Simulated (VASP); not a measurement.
# Si16Ge (a cell with a defect) in VASP: further runs

Runs on Si16Ge (a cell with a defect). Level: PBE. Tasks: single point.

Everything below comes from runs of VASP 6.6.1. Logs are shortened: lines on timing, memory, paths and dates and some standing lists are left out, and cuts for length are marked.

**1. The cell of the first run**

The cell holds a defect, 17 atoms: a = 7.679 Å, b = 7.679 Å, c = 7.679 Å, α = 60.00°, β = 60.00°, γ = 60.00°.

**2. Single point, PBE**

Input file INCAR:

```
SYSTEM = Si16Ge
  ALGO = Normal
  EDIFF = 1E-7
  ENCUT = 520
  GGA = PE
  ISIF = 2
  ISMEAR = -1
  LASPH = .TRUE.
  LCHARG = .TRUE.
  LELF = .TRUE.
  LREAL = Auto
  LVHAR = .TRUE.
  LWAVE = .FALSE.
  NBANDS = 53
  NELM = 60
  PREC = Accurate
  SIGMA = 0.02
```

Input file KPOINTS:

```
k-points
0
G
  2 2 2
  0 0 0
```

Input file POSCAR:

```
Si16Ge
1.0
    0.0000000000      5.4300000000      5.4300000000
    5.4300000000      0.0000000000      5.4300000000
    5.4300000000      5.4300000000      0.0000000000
Si Ge
16 1
Direct
    0.0255941068     -0.0081537753     -0.0084143646
    0.1303465930      0.1262895028      0.1256384899
   -0.0038922652      0.0103631676      0.4970114180
    0.1306646409      0.1255648250      0.6184745856
   -0.0045724678      0.4978013812      0.0095437385
    0.1302504604      0.6186594843      0.1253429098
   -0.0040442910      0.4966779926      0.4965708103
    0.1025498158      0.6326724678      0.6316824125
    0.5013127993      0.0076058011      0.0068577348
    0.6529828729      0.1160771639      0.1153670350
    0.5018174954      0.0071745856      0.4846180479
    0.6153841621      0.1480528545      0.6195313076
    0.5013487109      0.4849999079      0.0068120626
    0.6144942910      0.6202683241      0.1466644567
    0.4665789134      0.5114466851      0.5100385820
    0.6152761510      0.6178336096      0.6185687845
    0.7101470534      0.7637201657      0.7619404236
```

Potentials or basis: VASP PAW PBE potentials, release 64 (Si, Ge_d).

The run is started by

```
> cat potpaw_PBE.64/Si/POTCAR potpaw_PBE.64/Ge_d/POTCAR > POTCAR
> mpirun -np 1 vasp_std > vasp.out
```

OUTCAR:

```text
SYSTEM = Si16Ge
   EDIFF = 1E-7
   ENCUT = 520
   GGA = PE
   ISIF = 2
   ISMEAR = -1
   LASPH = .TRUE.
   LREAL = Auto
   NELM = 60
   PREC = Accurate

 ion  position               nearest neighbor table
   1  0.026  0.992  0.992-  10 2.34   4 2.34   6 2.34   2 2.34
   2  0.130  0.126  0.126-   9 2.33   3 2.33   5 2.33   1 2.34
   3  0.996  0.010  0.497-   4 2.33   2 2.33   8 2.37  12 2.39  17 2.90
   4  0.131  0.126  0.618-  11 2.33   7 2.33   3 2.33   1 2.34
   5  0.995  0.498  0.010-   6 2.33   2 2.33   8 2.37  14 2.39  17 2.90
   6  0.130  0.619  0.125-  13 2.33   7 2.33   5 2.33   1 2.34
   7  0.996  0.497  0.497-   4 2.33   6 2.33   8 2.37  16 2.39  17 2.89
   8  0.103  0.633  0.632-  15 2.28   7 2.37   3 2.37   5 2.37  17 2.46
   9  0.501  0.008  0.007-  10 2.32   2 2.33  12 2.43  14 2.43  17 2.67
  10  0.653  0.116  0.115-   9 2.32  13 2.32  11 2.32   1 2.34
  11  0.502  0.007  0.485-  10 2.32   4 2.33  12 2.44  16 2.44  17 2.65
  12  0.615  0.148  0.620-  15 2.29   3 2.39  17 2.42   9 2.43  11 2.44
  13  0.501  0.485  0.007-  10 2.32   6 2.33  16 2.44  14 2.44  17 2.66
  14  0.614  0.620  0.147-  15 2.29   5 2.39  17 2.42   9 2.43  13 2.44
  15  0.467  0.511  0.510-   8 2.28  14 2.29  12 2.29  16 2.29
  16  0.615  0.618  0.619-  15 2.29   7 2.39  17 2.42  13 2.44  11 2.44
  17  0.710  0.764  0.762-  16 2.42  12 2.42  14 2.42   8 2.46  11 2.65  13 2.66   9 2.67   7 2.89
                             3 2.90   5 2.90

  LATTYP: Found a face centered cubic cell.
 ALAT       =    10.8600000000

  Lattice vectors:

 A1 = (   0.0000000000,   5.4300000000,   5.4300000000)
 A2 = (   5.4300000000,   0.0000000000,   5.4300000000)
 A3 = (   5.4300000000,   5.4300000000,   0.0000000000)

Analysis of symmetry for initial positions (statically):
=====================================================================
 Subroutine PRICEL returns:
 Original cell was already a primitive cell.

 Routine SETGRP: Setting up the symmetry group for a
 face centered cubic supercell.

 Subroutine GETGRP returns: Found  1 space group operations
 (whereof  1 operations were pure point group operations)
 out of a pool of 48 trial point group operations.

The static configuration has the point symmetry C_1 .

Analysis of symmetry for dynamics (positions and initial velocities):
=====================================================================
 Subroutine PRICEL returns:
 Original cell was already a primitive cell.

 Routine SETGRP: Setting up the symmetry group for a
 face centered cubic supercell.

 Subroutine GETGRP returns: Found  1 space group operations
 (whereof  1 operations were pure point group operations)
 out of a pool of 48 trial point group operations.

The dynamic configuration has the point symmetry C_1 .

 Subroutine INISYM returns: Found  1 space group operations
 (whereof  1 operations are pure point group operations),
 and found     1 'primitive' translations

----------------------------------------------------------------------------------------

                                     Primitive cell

  volume of cell :     320.2060

  direct lattice vectors                    reciprocal lattice vectors
     0.000000000  5.430000000  5.430000000    -0.092081031  0.092081031  0.092081031
     5.430000000  0.000000000  5.430000000     0.092081031 -0.092081031  0.092081031
     5.430000000  5.430000000  0.000000000     0.092081031  0.092081031 -0.092081031

  length of vectors
     7.679179644  7.679179644  7.679179644     0.159489025  0.159489025  0.159489025

  position of ions in fractional coordinates (direct lattice)
     0.025594107  0.991846225  0.991585635
     0.130346593  0.126289503  0.125638490
     0.996107735  0.010363168  0.497011418
     0.130664641  0.125564825  0.618474586
     0.995427532  0.497801381  0.009543738
     0.130250460  0.618659484  0.125342910
[... 9 lines left out ...]
     0.615276151  0.617833610  0.618568784
     0.710147053  0.763720166  0.761940424

  ion indices of the primitive-cell ions
   primitive index   ion index
                 1           1
                 2           2
                 3           3
                 4           4
                 5           5
                 6           6
[... 9 lines left out ...]
                16          16
                17          17

----------------------------------------------------------------------------------------

 KPOINTS: k-points

Automatic generation of k-mesh.
 Grid dimensions read from file:
 generate k-points for:    2    2    2

 Generating k-lattice:

  Cartesian coordinates                     Fractional coordinates (reciprocal lattice)
    -0.046040516  0.046040516  0.046040516     0.500000000  0.000000000  0.000000000
     0.046040516 -0.046040516  0.046040516     0.000000000  0.500000000  0.000000000
     0.046040516  0.046040516 -0.046040516     0.000000000  0.000000000  0.500000000

  Length of vectors
     0.079744512  0.079744512  0.079744512

  Shift w.r.t. Gamma in fractional coordinates (k-lattice)
     0.000000000  0.000000000  0.000000000

 Subroutine IBZKPT returns following result:
 ===========================================

 Found      8 irreducible k-points:

 Following reciprocal coordinates:
            Coordinates               Weight
  0.000000  0.000000  0.000000      1.000000
  0.500000  0.000000  0.000000      1.000000
  0.000000  0.500000  0.000000      1.000000
  0.000000  0.000000  0.500000      1.000000
  0.500000  0.500000  0.500000      1.000000
  0.500000  0.500000  0.000000      1.000000
  0.000000  0.500000  0.500000      1.000000
  0.500000  0.000000  0.500000      1.000000
   k-points           NKPTS =      8   k-points in BZ     NKDIM =      8   number of bands    NBANDS=     53
   number of dos      NEDOS =    301   number of ions     NIONS =     17
   total plane-waves  NPLWV = 216000
   dimension x,y,z NGX =    60 NGY =   60 NGZ =   60
   dimension x,y,z NGXF=   120 NGYF=  120 NGZF=  120
   ions per type =              16   1
   NGX,Y,Z   is equivalent  to a cutoff of  12.99, 12.99, 12.99 a.u.
   NGXF,Y,Z  is equivalent  to a cutoff of  25.98, 25.98, 25.98 a.u.
 SYSTEM =  Si16Ge
   PREC   = accura    normal or accurate (medium, high low for compatibility)
   ISTART =      0    job   : 0-new  1-cont  2-samecut
   ICHARG =      2    charge: 1-file 2-atom 10-const
   ISPIN  =      1    spin polarized calculation?
   LNONCOLLINEAR =      F non collinear calculations
   LSORBIT =      F    spin-orbit coupling
   LASPH  =      T    aspherical Exc in radial PAW
   ENCUT  =  520.0 eV  38.22 Ry    6.18 a.u.  14.28 14.28 14.28*2*pi/ulx,y,z
   NELM   =     60;   NELMIN=  2; NELMDL= -5     # of ELM steps
   EDIFF  = 0.1E-06   stopping-criterion for ELM
   LREAL  =      T    real-space projection
   EDIFFG = 0.1E-05   stopping-criterion for IOM
   NSW    =      0    number of steps for IOM
   IBRION =     -1    ionic relax: 0-MD 1-quasi-New 2-CG
   NFREE  =      0    steps in history (QN), initial steepest desc. (CG)
   ISIF   =      2    stress and relaxation
   ISYM   =      2    0-nonsym 1-usesym 2-fastsym
   POTIM  = 0.5000    time-step for ionic-motion
   TEBEG  =    0.0;   TEEND  =   0.0 temperature during run
   PSTRESS=    0.0 pullay stress
   NELECT =      78.0000    total number of electrons
   NUPDOWN=      -1.0000    fix difference up-down
   EMIN   =  10.00;   EMAX   =-10.00  energy-range for DOS
   EFERMI =   0.00;   METHOD = LEGACY
   ISMEAR =    -1;   SIGMA  =   0.02  broadening in eV -4-tet -1-fermi 0-gaus
   EFERMI_NEDOS =   21; number of points for ismear=-14 and -15
   IALGO  =     38    algorithm
   IMIX   =      4    mixing-type and parameters
     AMIX     =   0.40;   BMIX     =  1.00
     AMIX_MAG =   1.60;   BMIX_MAG =  1.00
  volume/ion in A,a.u.               =      18.84       127.11
  Fermi-wavevector in a.u.,A,eV,Ry     =   1.022421  1.932096 14.222785  1.045345
  Thomas-Fermi vector in A             =   2.156100
   LORBIT       =      0    0 simple, 1 ext, 2 COOP (PROOUT), +10 PAW based schemes
   GGA     = PE    functional components
   LHFCALC =     F    Hartree Fock is set to
   AEXX    =    0.0000 exact exchange contribution
   IVDW    =     0    specifies the selected vdW correction
   LEPSILON=     F    determine dielectric tensor
   LRPA    =     F    only Hartree local field effects (RPA)
 non-spin polarized calculation
  energy-cutoff  :      520.00
  volume of cell :      320.21
 maximum number of plane-waves:      8646
 NGX is ok and might be reduce to    60
   NGX = 29   NGY = 29   NGZ = 29

 number of electron      78.0000001 magnetization

 Free energy of the ion-electron system (eV)
  ---------------------------------------------------
  ext. energy  EPLUGINS =         0.00000000
  ---------------------------------------------------
  free energy    TOTEN  =       -86.61264195 eV

  energy without entropy =      -86.60130329  energy(sigma->0) =      -86.60697262

 E-fermi :   6.9327     XC(G=0):  -9.7549

 val. band max:        6.7287635075   @ k =   0.0000   0.0000   0.0000
 cond. band min:       6.9374803054   @ k =   0.0000   0.0000   0.0000
 fundamental gap:      0.2087167980
 Fermi energy:         6.9326966958

 k-point     1 :       0.0000    0.0000    0.0000
  band No.  band energies     occupation
      1     -18.2394      2.00000
      2     -18.2356      2.00000
      3     -18.2351      2.00000
      4     -18.2232      2.00000
      5     -18.2221      2.00000
      6      -6.5000      2.00000
[... 43 lines left out ...]
     50       8.1876      0.00000
     51       8.9641      0.00000

 k-point     2 :       0.5000    0.0000    0.0000
  band No.  band energies     occupation
      1     -18.2394      2.00000
      2     -18.2356      2.00000
      3     -18.2351      2.00000
      4     -18.2232      2.00000
      5     -18.2221      2.00000
      6      -6.1743      2.00000
[... 316 lines left out ...]
 k-point     8 :       0.5000    0.0000    0.5000
  band No.  band energies     occupation
      1     -18.2394      2.00000
      2     -18.2356      2.00000
      3     -18.2351      2.00000
      4     -18.2232      2.00000
      5     -18.2221      2.00000
      6      -6.0529      2.00000
[... 43 lines left out ...]
     50      10.3266      0.00000
     51      10.4093      0.00000
 [bands above 51 left out]

------------------------ aborting loop because EDIFF is reached ----------------------------------------

  FORCE on cell =-STRESS in cart. coord.  units (eV):
  Direction    XX          YY          ZZ          XY          YZ          ZX
  --------------------------------------------------------------------------------------
  -------------------------------------------------------------------------------------
  Total       12.9949062     12.8825302     12.9306714      0.2449671     -0.2739969      0.2366561
  in kB       65.0210902     64.4588075     64.6996859      1.2257131     -1.3709663      1.1841284
  external PRESSURE =      64.7265279 kB  Pullay stress =       0.0000000 kB

 VOLUME and BASIS-vectors are now :
 -----------------------------------------------------------------------------
  energy-cutoff  :      520.00
  volume of cell :      320.21
      direct lattice vectors                 reciprocal lattice vectors
     0.000000000  5.430000000  5.430000000    -0.092081031  0.092081031  0.092081031
     5.430000000  0.000000000  5.430000000     0.092081031 -0.092081031  0.092081031
     5.430000000  5.430000000  0.000000000     0.092081031  0.092081031 -0.092081031

 POSITION                                       TOTAL-FORCE (eV/Angst)
 -----------------------------------------------------------------------------------
     10.77004      5.52329      5.52470         0.055738     -0.060627     -0.063370
      1.36797      1.39000      1.39353         0.006084     -0.033909     -0.034228
      2.75504      8.10764      5.46514        -0.009550      0.013172     -0.005830
      4.04013      4.06783      1.39133         0.034038     -0.007094     -0.029441
      2.75488      5.45699      8.10823        -0.010997     -0.001275      0.015282
      4.03993      1.38787      4.06658         0.033059     -0.028470     -0.006170
[... 9 lines left out ...]
      6.71366      6.69978      6.69579         0.032004      0.007264      0.017772
      8.28434      7.99344      8.00310        -0.116085      0.123288      0.115498
 -----------------------------------------------------------------------------------
    total drift:                                0.002939     -0.001667     -0.005531

  FREE ENERGIE OF THE ION-ELECTRON SYSTEM (eV)
  ---------------------------------------------------
  free  energy   TOTEN  =       -86.6126419490 eV

  energy  without entropy=      -86.6013032884  energy(sigma->0) =      -86.60697262
```

It took 1.8 min on 1 thread of Intel Xeon 6975P-C (Granite Rapids), shared host; peak memory 0.49 GiB.

Results:

* Free energy: -86.6126 eV
* Pressure: 6.5 GPa
* Largest force: 0.205 eV/Å
* Band gap on the k mesh: zero (band 39 reaches 6.98 eV, above the bottom of band 40 at 6.73 eV)

Forces in eV/Å, atoms in the order of the input:
```
Si   0.056 -0.061 -0.063
Si   0.006 -0.034 -0.034
Si  -0.010  0.013 -0.006
Si   0.034 -0.007 -0.029
Si  -0.011 -0.001  0.015
Si   0.033 -0.028 -0.006
Si   0.012  0.010  0.012
Si  -0.078  0.071  0.072
Si  -0.006 -0.040 -0.039
Si   0.065 -0.055 -0.058
Si   0.040  0.012 -0.045
Si  -0.024  0.001 -0.034
Si   0.039 -0.044  0.012
Si  -0.021 -0.032  0.009
Si  -0.051  0.065  0.062
Si   0.032  0.007  0.018
Ge  -0.116  0.123  0.115
```

Stress tensor (GPa, compression positive):
```
 6.50  0.12  0.12
 0.12  6.45 -0.14
 0.12 -0.14  6.47
```

Caveat: the k points lie up to 0.50 Å⁻¹ apart.

**3. Single point, PBE**

Input file INCAR:

```
SYSTEM = Si16Ge
PREC = Accurate
ENCUT = 520
EDIFF = 1E-7
ISMEAR = -1
SIGMA = 0.02
LREAL = Auto
LASPH = .TRUE.
NELM = 100
ALGO = Normal
ISIF = 2
LWAVE = .FALSE.
LCHARG = .FALSE.
GGA = PE
NBANDS = 53
```

Input file KPOINTS:

```
regular mesh
0
G
  2 2 2
  0 0 0
```

Input file POSCAR:

```
Si16Ge
1.0
    0.0000000000      5.4300000000      5.4300000000
    5.4300000000      0.0000000000      5.4300000000
    5.4300000000      5.4300000000      0.0000000000
Si Ge
16 1
Direct
    0.0470083794     -0.0154083794     -0.0158172192
    0.1357700737      0.1269459484      0.1262735727
   -0.0094848987      0.0157329650      0.4974106814
    0.1367509208      0.1261956722      0.6111253223
   -0.0106923573      0.4979958564      0.0154350829
    0.1358941068      0.6114633517      0.1261228361
   -0.0094822284      0.4965689687      0.4968993554
    0.0676668508      0.6441782689      0.6437329650
    0.5075046961      0.0096558932      0.0095196133
    0.6727492634      0.1094019337      0.1087334254
    0.5076828729      0.0103114180      0.4730478821
    0.6124651013      0.1579676796      0.6169938306
    0.5072362799      0.4735880295      0.0101156538
    0.6112476980      0.6171316759      0.1567034991
    0.4390902394      0.5204825046      0.5194340700
    0.6125382136      0.6133829650      0.6155991713
    0.6590760589      0.7804804788      0.7777173112
```

Potentials or basis: VASP PAW PBE potentials, release 64 (Si, Ge_d).

The run is started by

```
> cat potpaw_PBE.64/Si/POTCAR potpaw_PBE.64/Ge_d/POTCAR > POTCAR
> mpirun -np 1 vasp_std > vasp.out
```

Wall time 2.9 min (1 thread of Intel Xeon 6975P-C (Granite Rapids), shared host); peak memory 0.48 GiB.

The run converged. Its results:

```yaml
Free_energy: -86.3811 eV
Pressure: 5.9 GPa
Largest_force: 0.517 eV/Å
Band_gap_on_the_k_mesh: zero (band 39 reaches 6.91 eV, above the bottom of band 40 at 6.74 eV)
```

Forces in eV/Å, atoms in the order of the input:
```
Si   0.079 -0.069 -0.074
Si   0.029 -0.034 -0.034
Si  -0.004 -0.004 -0.025
Si   0.036 -0.021 -0.044
Si  -0.006 -0.026  0.000
Si   0.033 -0.042 -0.023
Si   0.025  0.005  0.007
Si  -0.085  0.086  0.088
Si   0.035 -0.034 -0.039
Si   0.052 -0.053 -0.053
Si   0.024 -0.019 -0.030
Si   0.001 -0.018 -0.076
Si   0.029 -0.028 -0.025
Si   0.002 -0.080 -0.009
Si  -0.047  0.049  0.049
Si   0.066 -0.031 -0.018
Ge  -0.268  0.318  0.307
```

Stress tensor (GPa, compression positive):
```
 5.79  0.83  0.83
 0.83  5.99 -0.80
 0.83 -0.80  5.87
```

Levels at points of the mesh, in eV from the Fermi level:
| k point | band 35 | band 36 | band 37 | band 38 | band 39 | band 40 | band 41 | band 42 | band 43 | band 44 |
| --- | --- | --- | --- | --- | --- | --- | --- | --- | --- | --- |
| (0.00, 0.00, 0.00) | -1.55 | -0.97 | -0.68 | -0.66 | -0.55 | -0.14 | -0.13 | 0.12 | 0.13 | 0.59 |
| (0.50, 0.00, 0.00) | -1.41 | -1.40 | -1.38 | -1.35 | -0.35 | 0.35 | 0.40 | 1.10 | 1.14 | 1.15 |
| (0.00, 0.50, 0.00) | -1.50 | -1.49 | -1.46 | -1.16 | -0.11 | 0.11 | 0.75 | 0.80 | 0.90 | 1.24 |
| (0.00, 0.00, 0.50) | -1.50 | -1.49 | -1.45 | -1.15 | -0.11 | 0.10 | 0.74 | 0.81 | 0.90 | 1.23 |
| (0.50, 0.50, 0.50) | -1.50 | -1.49 | -1.47 | -1.16 | -0.11 | 0.11 | 0.75 | 0.79 | 0.90 | 1.23 |
| (0.50, 0.50, 0.00) | -2.10 | -1.94 | -1.82 | -1.08 | 0.01 | 0.46 | 1.16 | 1.26 | 1.43 | 1.85 |
| (0.00, 0.50, 0.50) | -2.10 | -1.94 | -1.81 | -1.07 | 0.01 | 0.45 | 1.16 | 1.27 | 1.44 | 1.84 |
| (0.50, 0.00, 0.50) | -2.11 | -1.93 | -1.82 | -1.09 | 0.02 | 0.46 | 1.16 | 1.25 | 1.43 | 1.85 |

Caveat: the k points lie up to 0.50 Å⁻¹ apart.

(Part 1 of 2 ends here.)
